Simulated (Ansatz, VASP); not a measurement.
## Ga3Sb2As in VASP and in Ansatz

```
As Ga Sb
1.0
    -2.11519    2.11519    8.96762
     2.11519   -2.11519    8.96762
     2.11519    2.11519   -8.96762
As Ga Sb
1 3 2
Direct
  0.00000 0.00000 0.00000
  0.57585 0.07585 0.50000
  0.25000 0.75000 0.50000
  0.92415 0.42415 0.50000
  0.66299 0.66299 0.00000
  0.33701 0.33701 0.00000
```

Alike in both runs: task single point; functional PBE; k mesh 8 × 8 × 8; occupations fermi-dirac, width 0.02 eV; no spin polarisation.

|  | VASP | Ansatz |
| --- | --- | --- |
| version | VASP 6.6.1 | Ansatz 0.2.0 |
| potentials or method | VASP PAW PBE potentials, release 64 (As, Ga_d, Sb) | plane waves, PAW |
| plane-wave cutoff (eV) | 520 | 420 |
| valence electrons in the cell | 54 | 84 |

|  | VASP | Ansatz | Ansatz less VASP |
| --- | --- | --- | --- |
| pressure (GPa) | 2.3 | 2.2 | -0.11 |
| rms of the force components (eV/Å) | 0.005 | 0.007 | +0.0013 |

VASP's potentials hold 54 valence electrons a cell and Ansatz's 84, so a difference there can come from the potentials and not from the codes.

Spin-orbit coupling is off throughout.
